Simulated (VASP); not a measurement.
# NbRu2N3 (P6/mmm) in VASP: single point with PBE

Aim: the single point of NbRu2N3 with PBE.

Everything below comes from runs of VASP 6.6.1. Logs are shortened: lines on timing, memory, paths and dates and some standing lists are left out, and cuts for length are marked.

## Step 1: The cell of the first run

The structure is hexagonal, space group P6/mmm (No. 191). The conventional cell has a = 5.060 Å, b = 5.060 Å, c = 2.966 Å, α = 90.00°, β = 90.00°, γ = 120.00°. Within 3.8 Å of Nb (site symmetry 6/mmm) lie 6 Ru at 2.92 Å and 12 N at 2.93 Å and 2 Nb at 2.97 Å. Ru (site symmetry -6m2) has 6 N at 2.08 Å within 2.8 Å. Within 2.8 Å of N (site symmetry mmm) lie 4 Ru at 2.08 Å and 4 N at 2.53 Å.

## Step 2: Single point, PBE

The input, POSCAR:

```
NbRu2N3
1.0
    5.0603156389     -0.0000000029      0.0000000000
   -2.5301578169      4.3823618959      0.0000000000
    0.0000000000      0.0000000000      2.9663764183
Nb Ru N
1 2 3
Direct
    0.0000000000      0.0000000000      0.0000000000
    0.6666666667      0.3333333333      0.0000000000
    0.3333333333      0.6666666667      0.0000000000
    0.5000000000      0.5000000000      0.5000000000
    0.5000000000      0.0000000000      0.5000000000
    0.0000000000      0.5000000000      0.5000000000
```

The input, INCAR.step1:

```
SYSTEM = NbRu2N3
PREC = Accurate ; ENCUT = 520
EDIFF = 1E-6 ; ISMEAR = 0
SIGMA = 0.1 ; LREAL = .FALSE.
LASPH = .TRUE. ; NELM = 60
ALGO = Normal ; ISIF = 2
LWAVE = .FALSE. ; LCHARG = .TRUE.
LMAXMIX = 4 ; GGA = PE
NBANDS = 37
```

The input, KPOINTS.step1:

```
Automatic mesh
0
G
  12 12 12
  0 0 0
```

The input, INCAR.step2:

```
SYSTEM = NbRu2N3
PREC = Accurate ; ENCUT = 520
EDIFF = 1E-6 ; ISMEAR = -5
SIGMA = 0.1 ; LREAL = .FALSE.
LASPH = .TRUE. ; NELM = 60
ALGO = Normal ; ISIF = 2
LWAVE = .FALSE. ; LCHARG = .FALSE.
LMAXMIX = 4 ; GGA = PE
LORBIT = 11 ; NEDOS = 2001
ICHARG = 11
```

The input, KPOINTS.step2:

```
Automatic mesh
0
G
  18 18 18
  0 0 0
```

Potentials or basis: VASP PAW PBE potentials, release 64 (Nb_sv, Ru_pv, N).

Run with:

```console
$ cat potpaw_PBE.64/Nb_sv/POTCAR potpaw_PBE.64/Ru_pv/POTCAR potpaw_PBE.64/N/POTCAR > POTCAR
$ cp INCAR.step1 INCAR
$ cp KPOINTS.step1 KPOINTS
$ mpirun -np 1 vasp_std > vasp.out
$ cp INCAR.step2 INCAR
$ cp KPOINTS.step2 KPOINTS
$ mpirun -np 1 vasp_std > vasp.out
```

OUTCAR:

```text
SYSTEM = NbRu2N3
   PREC = Accurate
   ENCUT = 520
   EDIFF = 1E-6
   ISMEAR = -5
   LREAL = .FALSE.
   LASPH = .TRUE.
   NELM = 60
   ISIF = 2
   GGA = PE
   LORBIT = 11
   ICHARG = 11

 ion  position               nearest neighbor table
   1  0.000  0.000  0.000-   2 2.92   3 2.92   3 2.92   2 2.92   2 2.92   3 2.92
   2  0.667  0.333  0.000-   5 2.08   5 2.08   6 2.08   6 2.08   4 2.08   4 2.08   1 2.92   3 2.92
                             3 2.92   1 2.92   1 2.92   3 2.92
   3  0.333  0.667  0.000-   5 2.08   5 2.08   6 2.08   6 2.08   4 2.08   4 2.08   1 2.92   2 2.92
                             2 2.92   1 2.92   1 2.92   2 2.92
   4  0.500  0.500  0.500-   2 2.08   3 2.08   2 2.08   3 2.08
   5  0.500  0.000  0.500-   2 2.08   3 2.08   2 2.08   3 2.08
   6  0.000  0.500  0.500-   2 2.08   3 2.08   2 2.08   3 2.08

  LATTYP: Found a hexagonal cell.
 ALAT       =     5.0603156389
 C/A-ratio  =     0.5862038319

  Lattice vectors:

 A1 = (   5.0603156389,  -0.0000000029,   0.0000000000)
 A2 = (  -2.5301578169,   4.3823618959,   0.0000000000)
 A3 = (   0.0000000000,   0.0000000000,   2.9663764183)

Analysis of symmetry for initial positions (statically):
=====================================================================
 Subroutine PRICEL returns:
 Original cell was already a primitive cell.

 Routine SETGRP: Setting up the symmetry group for a
 hexagonal supercell.

 Subroutine GETGRP returns: Found 24 space group operations
 (whereof 24 operations were pure point group operations)
 out of a pool of 24 trial point group operations.

The static configuration has the point symmetry D_6h.

Analysis of symmetry for dynamics (positions and initial velocities):
=====================================================================
 Subroutine PRICEL returns:
 Original cell was already a primitive cell.

 Routine SETGRP: Setting up the symmetry group for a
 hexagonal supercell.

 Subroutine GETGRP returns: Found 24 space group operations
 (whereof 24 operations were pure point group operations)
 out of a pool of 24 trial point group operations.

The dynamic configuration has the point symmetry D_6h.

 Subroutine INISYM returns: Found 24 space group operations
 (whereof 24 operations are pure point group operations),
 and found     1 'primitive' translations

----------------------------------------------------------------------------------------

                                     Primitive cell

  volume of cell :      65.7828

  direct lattice vectors                    reciprocal lattice vectors
     5.060315639 -0.000000003  0.000000000     0.197616131  0.114093727  0.000000000
    -2.530157817  4.382361896  0.000000000     0.000000000  0.228187453  0.000000000
     0.000000000  0.000000000  2.966376418     0.000000000  0.000000000  0.337111634

  length of vectors
     5.060315639  5.060315639  2.966376418     0.228187453  0.228187453  0.337111634

  position of ions in fractional coordinates (direct lattice)
     0.000000000  0.000000000  0.000000000
     0.666666667  0.333333333  0.000000000
     0.333333333  0.666666667  0.000000000
     0.500000000  0.500000000  0.500000000
     0.500000000  1.000000000  0.500000000
     0.000000000  0.500000000  0.500000000

  ion indices of the primitive-cell ions
   primitive index   ion index
                 1           1
                 2           2
                 3           3
                 4           4
                 5           5
                 6           6

----------------------------------------------------------------------------------------

 KPOINTS: Automatic mesh

Automatic generation of k-mesh.
 Grid dimensions read from file:
 generate k-points for:   18   18   18

 Generating k-lattice:

  Cartesian coordinates                     Fractional coordinates (reciprocal lattice)
     0.010978674  0.006338540  0.000000000     0.055555556  0.000000000  0.000000000
     0.000000000  0.012677081  0.000000000     0.000000000  0.055555556  0.000000000
     0.000000000  0.000000000  0.018728424     0.000000000  0.000000000  0.055555556

  Length of vectors
     0.012677081  0.012677081  0.018728424

  Shift w.r.t. Gamma in fractional coordinates (k-lattice)
     0.000000000  0.000000000  0.000000000

 TETIRR: Found   5931 inequivalent tetrahedra from    34992

 Subroutine IBZKPT returns following result:
 ===========================================

 Found    370 irreducible k-points:

 Following reciprocal coordinates:
            Coordinates               Weight
  0.000000  0.000000  0.000000      1.000000
  0.055556  0.000000  0.000000      6.000000
  0.111111  0.000000  0.000000      6.000000
  0.166667  0.000000  0.000000      6.000000
  0.222222  0.000000  0.000000      6.000000
  0.277778  0.000000  0.000000      6.000000
[... 16 lines left out ...]
  0.333333  0.111111  0.000000     12.000000
  0.388889  0.111111  0.000000     12.000000
 [... further k-points ...]
   k-points           NKPTS =    370   k-points in BZ     NKDIM =    370   number of bands    NBANDS=     33
   number of dos      NEDOS =   2001   number of ions     NIONS =      6
   total plane-waves  NPLWV =  38400
   dimension x,y,z NGX =    40 NGY =   40 NGZ =   24
   dimension x,y,z NGXF=    80 NGYF=   80 NGZF=   48
   ions per type =               1   2   3
   NGX,Y,Z   is equivalent  to a cutoff of  13.14, 13.14, 13.45 a.u.
   NGXF,Y,Z  is equivalent  to a cutoff of  26.28, 26.28, 26.90 a.u.
 SYSTEM =  NbRu2N3
   PREC   = accura    normal or accurate (medium, high low for compatibility)
   ISTART =      0    job   : 0-new  1-cont  2-samecut
   ICHARG =     11    charge: 1-file 2-atom 10-const
   ISPIN  =      1    spin polarized calculation?
   LNONCOLLINEAR =      F non collinear calculations
   LSORBIT =      F    spin-orbit coupling
   LASPH  =      T    aspherical Exc in radial PAW
   ENCUT  =  520.0 eV  38.22 Ry    6.18 a.u.   9.41  9.41  5.52*2*pi/ulx,y,z
   NELM   =     60;   NELMIN=  2; NELMDL=  0     # of ELM steps
   EDIFF  = 0.1E-05   stopping-criterion for ELM
   LREAL  =      F    real-space projection
   EDIFFG = 0.1E-04   stopping-criterion for IOM
   NSW    =      0    number of steps for IOM
   IBRION =     -1    ionic relax: 0-MD 1-quasi-New 2-CG
   NFREE  =      0    steps in history (QN), initial steepest desc. (CG)
   ISIF   =      2    stress and relaxation
   ISYM   =      2    0-nonsym 1-usesym 2-fastsym
   POTIM  = 0.5000    time-step for ionic-motion
   TEBEG  =    0.0;   TEEND  =   0.0 temperature during run
   PSTRESS=    0.0 pullay stress
   NELECT =      56.0000    total number of electrons
   NUPDOWN=      -1.0000    fix difference up-down
   EMIN   =  10.00;   EMAX   =-10.00  energy-range for DOS
   EFERMI =   0.00;   METHOD = LEGACY
   ISMEAR =    -5;   SIGMA  =   0.10  broadening in eV -4-tet -1-fermi 0-gaus
   EFERMI_NEDOS =   21; number of points for ismear=-14 and -15
   IALGO  =     38    algorithm
   IMIX   =      4    mixing-type and parameters
     AMIX     =   0.40;   BMIX     =  1.00
     AMIX_MAG =   1.60;   BMIX_MAG =  1.00
  volume/ion in A,a.u.               =      10.96        73.99
  Fermi-wavevector in a.u.,A,eV,Ry     =   1.551554  2.932011 32.753561  2.407319
  Thomas-Fermi vector in A             =   2.656056
   LORBIT       =     11    0 simple, 1 ext, 2 COOP (PROOUT), +10 PAW based schemes
   GGA     = PE    functional components
   LHFCALC =     F    Hartree Fock is set to
   AEXX    =    0.0000 exact exchange contribution
   IVDW    =     0    specifies the selected vdW correction
   LEPSILON=     F    determine dielectric tensor
   LRPA    =     F    only Hartree local field effects (RPA)
 non-spin polarized calculation
 Fermi weights with tetrahedron method with Bloechl corrections
  energy-cutoff  :      520.00
  volume of cell :       65.78
 maximum number of plane-waves:      1800
 NGX is ok and might be reduce to    40

 number of electron      55.9999995 magnetization

 Free energy of the ion-electron system (eV)
  ---------------------------------------------------
  ext. energy  EPLUGINS =         0.00000000
  ---------------------------------------------------
  free energy    TOTEN  =       -47.95804418 eV

  energy without entropy =      -47.95804418  energy(sigma->0) =      -47.95804418

 E-fermi :  11.1540     XC(G=0): -13.1620

 val. band max:       11.2383493201   @ k =   0.0556   0.0556   0.1667
 cond. band min:      11.1208517734   @ k =   0.5000   0.0000   0.3333
 fundamental gap:     -0.1174975467
 Fermi energy:        11.1540043269

 k-point     1 :       0.0000    0.0000    0.0000
  band No.  band energies     occupation
      1     -44.7036      2.00000
      2     -32.6785      2.00000
      3     -32.6278      2.00000
      4     -32.5304      2.00000
      5     -32.5304      2.00000
      6     -32.3408      2.00000
[... 25 lines left out ...]
     32      12.9706      0.00000
     33      13.0316      0.00000

 k-point     2 :       0.0556    0.0000    0.0000
  band No.  band energies     occupation
      1     -44.7036      2.00000
      2     -32.6782      2.00000
      3     -32.6281      2.00000
      4     -32.5309      2.00000
      5     -32.5294      2.00000
      6     -32.3418      2.00000
[... 25 lines left out ...]
     32      12.9809      0.00000
     33      13.0314      0.00000
[... 754 lines left out ...]
     32      12.9352      0.00000
     33      13.1204      0.00000

 k-point    24 :       0.3889    0.1111    0.0000
  band No.  band energies     occupation
      1     -44.7040      2.00000
      2     -32.6616      2.00000
      3     -32.6447      2.00000
      4     -32.5458      2.00000
      5     -32.4763      2.00000
      6     -32.3944      2.00000
[... 25 lines left out ...]
     32      12.9404      0.00000
     33      13.1752      0.00000

 [... further k-points ...]

------------------------ aborting loop because EDIFF is reached ----------------------------------------

  FORCE on cell =-STRESS in cart. coord.  units (eV):
  Direction    XX          YY          ZZ          XY          YZ          ZX
  --------------------------------------------------------------------------------------
  -------------------------------------------------------------------------------------
  Total        0.2255573      0.2255573      0.6637941      0.0000000      0.0000000      0.0000000
  in kB        5.4935792      5.4935792     16.1670907      0.0000000      0.0000000      0.0000000
  external PRESSURE =       9.0514164 kB  Pullay stress =       0.0000000 kB

 VOLUME and BASIS-vectors are now :
 -----------------------------------------------------------------------------
  energy-cutoff  :      520.00
  volume of cell :       65.78
      direct lattice vectors                 reciprocal lattice vectors
     5.060315639 -0.000000003  0.000000000     0.197616131  0.114093727  0.000000000
    -2.530157817  4.382361896  0.000000000     0.000000000  0.228187453  0.000000000
     0.000000000  0.000000000  2.966376418     0.000000000  0.000000000  0.337111634

 POSITION                                       TOTAL-FORCE (eV/Angst)
 -----------------------------------------------------------------------------------
      0.00000      0.00000      0.00000         0.000000      0.000000      0.000000
      2.53016      1.46079      0.00000         0.000000     -0.000000      0.000000
      0.00000      2.92157      0.00000        -0.000000      0.000000      0.000000
      1.26508      2.19118      1.48319        -0.000000      0.000000      0.000000
      2.53016     -0.00000      1.48319         0.000000      0.000000      0.000000
     -1.26508      2.19118      1.48319        -0.000000      0.000000      0.000000
 -----------------------------------------------------------------------------------
    total drift:                                0.000000     -0.000000     -0.000000

  FREE ENERGIE OF THE ION-ELECTRON SYSTEM (eV)
  ---------------------------------------------------
  free  energy   TOTEN  =       -47.9580441795 eV

  energy  without entropy=      -47.9580441795  energy(sigma->0) =      -47.95804418

 total charge

# of ion       s       p       d       tot
------------------------------------------
    1        2.136   5.959   2.363  10.458
    2        0.345   6.341   6.010  12.696
    3        0.345   6.341   6.010  12.696
    4        1.282   2.338   0.000   3.619
    5        1.282   2.338   0.000   3.619
    6        1.282   2.338   0.000   3.619
--------------------------------------------------
tot          6.671  25.655  14.383  46.708
```

Wall time 15 min (1 thread of Intel Xeon Platinum 8259CL at 2.50GHz (Skylake/Cascade Lake), shared host); peak memory 0.75 GiB.

What came out:

* Valence electrons inside the program's atomic spheres: Nb 10.46; Ru 12.70; N 3.62
